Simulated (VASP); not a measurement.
# WC (P-6m2) in VASP: further runs

The runs below take WC through single point, with PBEsol.

All numbers are computed with VASP 6.6.1; they aren't measurements. Logs are shortened: lines on timing, memory, paths and dates and some standing lists are left out, and cuts for length are marked.

**1. The cell of the first run**

Symmetry: P-6m2, No. 187, hexagonal system. The conventional cell has a = 2.667 Å, b = 2.667 Å, c = 2.601 Å, α = 90.00°, β = 90.00°, γ = 120.00°. Within 2.7 Å of W (site symmetry -6m2) lie 6 C at 2.02 Å and 8 W at 2.60 to 2.67 Å. Within 2.7 Å of C (site symmetry -6m2) lie 6 W at 2.02 Å and 8 C at 2.60 to 2.67 Å.

**2. Single point, PBEsol (strain -0.080 along x and y, -0.080 along z)**

INCAR reads:

```
SYSTEM = WC
PREC = Accurate ; ENCUT = 520
EDIFF = 1E-6 ; ISMEAR = 0
SIGMA = 0.15 ; LREAL = .FALSE.
LASPH = .TRUE. ; NELM = 100
ALGO = Normal ; ISIF = 2
LWAVE = .FALSE. ; LCHARG = .TRUE.
GGA = PS ; LELF = .TRUE.
LVHAR = .TRUE. ; NBANDS = 16
```

KPOINTS reads:

```
Automatic mesh
0
G
  24 24 22
  0 0 0
```

POSCAR reads:

```
WC
1.0
    2.6665405736      0.0000000000      0.0000000000
   -1.3332702868      2.3092918770      0.0000000000
    0.0000000000      0.0000000000      2.6014029513
W C
1 1
Direct
    0.0000000000      0.0000000000      0.0000000000
    0.6666666667      0.3333333333      0.5000000000
```

Potentials or basis: VASP PAW PBE potentials, release 64 (W_sv, C).

The run is started by

```console
$ cat potpaw_PBE.64/W_sv/POTCAR potpaw_PBE.64/C/POTCAR > POTCAR
$ mpirun -np 1 vasp_std > vasp.out
```

OUTCAR:

```text
SYSTEM = WC
   PREC = Accurate
   ENCUT = 520
   EDIFF = 1E-6
   ISMEAR = 0
   LREAL = .FALSE.
   LASPH = .TRUE.
   NELM = 100
   ISIF = 2
   GGA = PS

 ion  position               nearest neighbor table
   1  0.000  0.000  0.000-   2 2.02   2 2.02   2 2.02   2 2.02   2 2.02   2 2.02
   2  0.667  0.333  0.500-   1 2.02   1 2.02   1 2.02   1 2.02   1 2.02   1 2.02

  LATTYP: Found a hexagonal cell.
 ALAT       =     2.6665405736
 C/A-ratio  =     0.9755722366

  Lattice vectors:

 A1 = (   2.6665405736,   0.0000000000,   0.0000000000)
 A2 = (  -1.3332702868,   2.3092918770,   0.0000000000)
 A3 = (   0.0000000000,   0.0000000000,   2.6014029513)

Analysis of symmetry for initial positions (statically):
=====================================================================
 Subroutine PRICEL returns:
 Original cell was already a primitive cell.

 Routine SETGRP: Setting up the symmetry group for a
 hexagonal supercell.

 Subroutine GETGRP returns: Found 12 space group operations
 (whereof 12 operations were pure point group operations)
 out of a pool of 24 trial point group operations.

The static configuration has the point symmetry D_3h.

Analysis of symmetry for dynamics (positions and initial velocities):
=====================================================================
 Subroutine PRICEL returns:
 Original cell was already a primitive cell.

 Routine SETGRP: Setting up the symmetry group for a
 hexagonal supercell.

 Subroutine GETGRP returns: Found 12 space group operations
 (whereof 12 operations were pure point group operations)
 out of a pool of 24 trial point group operations.

The dynamic configuration has the point symmetry D_3h.

 Subroutine INISYM returns: Found 12 space group operations
 (whereof 12 operations are pure point group operations),
 and found     1 'primitive' translations

----------------------------------------------------------------------------------------

                                     Primitive cell

  volume of cell :      16.0190

  direct lattice vectors                    reciprocal lattice vectors
     2.666540574  0.000000000  0.000000000     0.375017733  0.216516589  0.000000000
    -1.333270287  2.309291877  0.000000000     0.000000000  0.433033178  0.000000000
     0.000000000  0.000000000  2.601402951     0.000000000  0.000000000  0.384407959

  length of vectors
     2.666540574  2.666540574  2.601402951     0.433033178  0.433033178  0.384407959

  position of ions in fractional coordinates (direct lattice)
     0.000000000  0.000000000  0.000000000
[... 75 lines left out ...]
   LASPH  =      T    aspherical Exc in radial PAW
   ENCUT  =  520.0 eV  38.22 Ry    6.18 a.u.   4.96  4.96  4.84*2*pi/ulx,y,z
   NELM   =    100;   NELMIN=  2; NELMDL= -5     # of ELM steps
   EDIFF  = 0.1E-05   stopping-criterion for ELM
   LREAL  =      F    real-space projection
   EDIFFG = 0.1E-04   stopping-criterion for IOM
   NSW    =      0    number of steps for IOM
   IBRION =     -1    ionic relax: 0-MD 1-quasi-New 2-CG
   NFREE  =      0    steps in history (QN), initial steepest desc. (CG)
   ISIF   =      2    stress and relaxation
   ISYM   =      2    0-nonsym 1-usesym 2-fastsym
   POTIM  = 0.5000    time-step for ionic-motion
   TEBEG  =    0.0;   TEEND  =   0.0 temperature during run
   PSTRESS=    0.0 pullay stress
   NELECT =      18.0000    total number of electrons
   NUPDOWN=      -1.0000    fix difference up-down
   EMIN   =  10.00;   EMAX   =-10.00  energy-range for DOS
   EFERMI =   0.00;   METHOD = LEGACY
   ISMEAR =     0;   SIGMA  =   0.15  broadening in eV -4-tet -1-fermi 0-gaus
   EFERMI_NEDOS =   21; number of points for ismear=-14 and -15
   IALGO  =     38    algorithm
   IMIX   =      4    mixing-type and parameters
     AMIX     =   0.40;   BMIX     =  1.00
     AMIX_MAG =   1.60;   BMIX_MAG =  1.00
  volume/ion in A,a.u.               =       8.01        54.05
  Fermi-wavevector in a.u.,A,eV,Ry     =   1.701979  3.216273 39.412424  2.896731
  Thomas-Fermi vector in A             =   2.781832
   LORBIT       =      0    0 simple, 1 ext, 2 COOP (PROOUT), +10 PAW based schemes
   GGA     = PS    functional components
   LHFCALC =     F    Hartree Fock is set to
   AEXX    =    0.0000 exact exchange contribution
   IVDW    =     0    specifies the selected vdW correction
   LEPSILON=     F    determine dielectric tensor
   LRPA    =     F    only Hartree local field effects (RPA)
 non-spin polarized calculation
 Gauss-broadening in eV      SIGMA  =   0.15
  energy-cutoff  :      520.00
  volume of cell :       16.02
 maximum number of plane-waves:       444
 NGX is ok and might be reduce to    20
   NGX =  9   NGY =  9   NGZ =  9

 number of electron      18.0000002 magnetization

 Free energy of the ion-electron system (eV)
  ---------------------------------------------------
  ext. energy  EPLUGINS =         0.00000000
  ---------------------------------------------------
  free energy    TOTEN  =       -21.85305738 eV

  energy without entropy =      -21.85050732  energy(sigma->0) =      -21.85178235

 E-fermi :  15.1387     XC(G=0): -15.4136

 val. band max:       15.1243290922   @ k =   0.4167   0.1250   0.4091
 cond. band min:      15.1417752319   @ k =   0.4167   0.0417   0.3636
 fundamental gap:      0.0174461397
 Fermi energy:        15.1387267430

 k-point     1 :       0.0000    0.0000    0.0000
  band No.  band energies     occupation
      1     -58.4729      2.00000
      2     -22.4024      2.00000
      3     -22.1527      2.00000
      4     -22.1527      2.00000
      5      -1.4177      2.00000
      6       8.9336      2.00000
[... 433 lines left out ...]
      3     -22.6301      2.00000
      4     -22.1036      2.00000
      5       2.6669      2.00000
      6       6.9273      2.00000
[... 8 lines left out ...]
     15      31.4719      0.00000
     16      36.8888      0.00000

 [... further k-points ...]
[... 5 lines left out ...]
  --------------------------------------------------------------------------------------
  -------------------------------------------------------------------------------------
  Total       16.7586839     16.7586839     19.3097226     -0.0000000     -0.0000000      0.0000000
  in kB     1676.1614164   1676.1614165   1931.3098949     -0.0000000     -0.0000000      0.0000000
  external PRESSURE =    1761.2109093 kB  Pullay stress =       0.0000000 kB

 VOLUME and BASIS-vectors are now :
 -----------------------------------------------------------------------------
  energy-cutoff  :      520.00
  volume of cell :       16.02
      direct lattice vectors                 reciprocal lattice vectors
     2.666540574  0.000000000  0.000000000     0.375017733  0.216516589  0.000000000
    -1.333270287  2.309291877  0.000000000     0.000000000  0.433033178  0.000000000
     0.000000000  0.000000000  2.601402951     0.000000000  0.000000000  0.384407959

 POSITION                                       TOTAL-FORCE (eV/Angst)
 -----------------------------------------------------------------------------------
      0.00000      0.00000      0.00000        -0.000000      0.000000      0.000000
      1.33327      0.76976      1.30070         0.000000      0.000000      0.000000
 -----------------------------------------------------------------------------------
    total drift:                                0.000000     -0.000000      0.000000

  FREE ENERGIE OF THE ION-ELECTRON SYSTEM (eV)
  ---------------------------------------------------
  free  energy   TOTEN  =       -21.8530573815 eV

  energy  without entropy=      -21.8505073220  energy(sigma->0) =      -21.85178235
```

stdout:

```text
POSCAR found type information on POSCAR W C
 POSCAR found :  2 types and       2 ions
 scaLAPACK will be used
 -----------------------------------------------------------------------------
|                                                                             |
|                                                                             |
|     You enforced a specific xc type in the INCAR file but a different       |
|     I HOPE YOU KNOW WHAT YOU ARE DOING!                                     |
|                                                                             |
 -----------------------------------------------------------------------------

 LDA part: xc-table for (Slater+PW92), standard interpolation
 POSCAR, INCAR and KPOINTS ok, starting setup
 FFT: planning ... GRIDC
 FFT: planning ... GRID_SOFT
 FFT: planning ... GRID
 WAVECAR not read
 entering main loop
```

Run time: 1.7 min. Hardware: 1 thread of Intel Xeon 8259CL, shared host; peak memory 0.29 GiB.

Results:

* Free energy: -21.8531 eV
* Pressure: 176.1 GPa
* Band gap on the k mesh: zero (bands 9 and 10 overlap by 2.18 eV)

Stress tensor (GPa, compression positive):
```
167.62   0.00   0.00
  0.00 167.62   0.00
  0.00   0.00 193.13
```

Caveat: the cell differs from its parent crystal (strain -0.080 along x and y, -0.080 along z); the stress differs along the axes, from 168 to 193 GPa; the PAW data sets were made with another functional, which shifts forces and pressure a little; spin-orbit coupling is left out, which moves the levels of the heavy elements.

**3. Single point, PBEsol (strain -0.080 along x and y, -0.040 along z)**

INCAR reads:

```
SYSTEM = WC
PREC     = Accurate       ! precision mode
ENCUT    = 520            ! plane-wave cutoff, eV
EDIFF    = 1E-6           ! SCF threshold, eV
ISMEAR   = 0              ! smearing method
SIGMA    = 0.15           ! smearing width, eV
LREAL    = .False.        ! projectors in reciprocal space
LASPH    = .True.         ! aspherical terms in the spheres
NELM     = 80             ! most SCF steps
ALGO     = Normal         ! electronic algorithm
ISIF     = 2              ! what is computed and relaxed
LWAVE    = .False.        ! write WAVECAR
LCHARG   = .True.         ! write CHGCAR
GGA      = PS             ! functional
LELF     = .True.         ! ELF
LVHAR    = .True.       
NBANDS   = 16             ! bands
```

KPOINTS reads:

```
Automatic mesh
0
Gamma
  24 24 22
  0 0 0
```

Changes to POSCAR since step 2:

```diff
@@ -4,3 +4,3 @@
    -1.3332702868      2.3092918770      0.0000000000
-    0.0000000000      0.0000000000      2.6014029513
+    0.0000000000      0.0000000000      2.7145074275
 W C
```

Potentials or basis: VASP PAW PBE potentials, release 64 (W_sv, C).

The run is started by

```console
$ cat potpaw_PBE.64/W_sv/POTCAR potpaw_PBE.64/C/POTCAR > POTCAR
$ mpirun -np 1 vasp_std > vasp.out
```

Wall time 1.8 min (1 thread of Intel Xeon 8259CL, shared host); peak memory 0.3 GiB.

Results (log left out):

- Free energy: -22.5112 eV
- Pressure: 132.0 GPa
- Band gap on the k mesh: zero (bands 9 and 10 overlap by 1.88 eV)

Stress tensor (GPa, compression positive):
```
141.64   0.00   0.00
  0.00 141.64   0.00
  0.00   0.00 112.64
```

Levels at points of the mesh, in eV from the Fermi level:
```csv
k point,band 7,band 8,band 9,band 10,band 11,band 12
"(0.00, 0.00, 0.00)",-4.09,-4.09,-0.30,4.17,4.17,6.63
"(0.50, 0.00, 0.00)",-5.34,-4.83,-0.30,2.75,6.30,7.00
"(0.00, 0.00, 0.50)",-2.24,-2.24,-1.06,-1.06,3.59,5.28
"(0.50, 0.00, 0.50)",-5.29,-4.80,0.83,6.29,6.71,8.54
```

Caveat: the cell differs from its parent crystal (strain -0.080 along x and y, -0.040 along z); the stress differs along the axes, from 113 to 142 GPa; the PAW data sets were made with another functional, which shifts forces and pressure a little; spin-orbit coupling is left out, which moves the levels of the heavy elements.
